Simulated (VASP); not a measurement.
Here is a VASP 6.6.1 calculation.

The input INCAR:

```
PREC = Accurate
ENCUT = 520
EDIFF = 1E-7
ISMEAR = 0
SIGMA = 0.05
LREAL = F
LASPH = T
NELM = 60
ALGO = Normal
ISIF = 2
LWAVE = F
LCHARG = F
NBANDS = 41
```

Contents of KPOINTS:

```
Automatic mesh
0
Gamma
  6 6 6
```

POSCAR

```
AlGa3N4
1.0
    4.5581929995     -0.2676748006     -0.2676748006
   -0.2676748006      4.5581929995     -0.2676748006
   -0.2676748006     -0.2676748006      4.5581929995
Al Ga N
1 3 4
Direct
    0.0000000000      0.0000000000      0.0000000000
    0.5000000000      0.5000000000      0.0000000000
    0.5000000000      0.0000000000      0.5000000000
    0.0000000000      0.5000000000      0.5000000000
    0.7548078379      0.7548078379      0.2451921621
    0.7548078379      0.2451921621      0.7548078379
    0.2451921621      0.7548078379      0.7548078379
    0.2451921621      0.2451921621      0.2451921621
```

Potentials or basis: VASP PAW LDA potentials, release 64 (Al, Ga_d, N).

Launch:

```bash
$ cat potpaw_LDA.64/Al/POTCAR potpaw_LDA.64/Ga_d/POTCAR potpaw_LDA.64/N/POTCAR > POTCAR
$ mpirun -np 1 vasp_std > vasp.out
```

Problem. Predict the pressure.

Solution. -3.4 GPa.

Problem. Predict the band gap on the k mesh.

Solution. 1.34 eV, direct.

Problem. What does it give for the largest force?

Solution. 3.111 eV/Å.

Forces in eV/Å, atoms in the order of the input:
```
Al  -1.717 -1.717 -1.717
Ga  -1.763 -1.763 -1.551
Ga  -1.763 -1.551 -1.763
Ga  -1.551 -1.763 -1.763
N    1.742  1.742  1.515
N    1.742  1.515  1.742
N    1.515  1.742  1.742
N    1.796  1.796  1.796
```

Caveat: forces of over 1 eV/Å act on the atoms, so gaps and moduli don't describe the material at rest. A hybrid or GW would open this gap; LDA tends to underestimate it.
